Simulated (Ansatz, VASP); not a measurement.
**BaTiO3 in VASP and in Ansatz**

```xyz
10
Lattice="-4.0018 -4.0018 0.0000 -4.0018 4.0018 0.0000 0.0000 0.0000 -4.0018" Properties=species:S:1:pos:R:3 pbc="T T T"
Ba   -2.0009    2.0009   -2.0009
Ba   -2.0009   -2.0009   -2.0009
Ti    0.0000    0.0000    0.0000
Ti   -4.0018    0.0000    0.0000
O    -6.0027    0.0000    0.0000
O    -2.0009    0.0000    0.0000
O    -4.0018   -2.0009    0.0000
O    -4.0018    2.0009    0.0000
O     0.0000    0.0000   -2.0009
O    -4.0018    0.0000   -2.0009
```

Alike in both runs: task single point; functional PBE; k mesh 5 × 5 × 6; no spin polarisation; Hubbard terms Ti d U = 2.65 eV, J = 0.65 eV.

|  | VASP | Ansatz |
| --- | --- | --- |
| version | VASP 6.6.1 | Ansatz 0.2.0 |
| potentials or method | VASP PAW PBE potentials, release 64 (Ba_sv, Ti_sv, O), cutoff 520 eV | PAW plane waves |
| occupations | fermi-dirac, width 0.1 eV | fermi-dirac |
| valence electrons in the cell | 80 | 80 |

Ansatz gave:

| Quantity | Value |
| --- | --- |
| pressure (GPa) | 2.8 |

Q: What did VASP give for the same quantities?

A: Pressure (GPa): 5.6.

The programs project onto different local orbitals, so the same U acts differently, and such runs can settle in different states.

Neither program's run includes spin-orbit coupling.
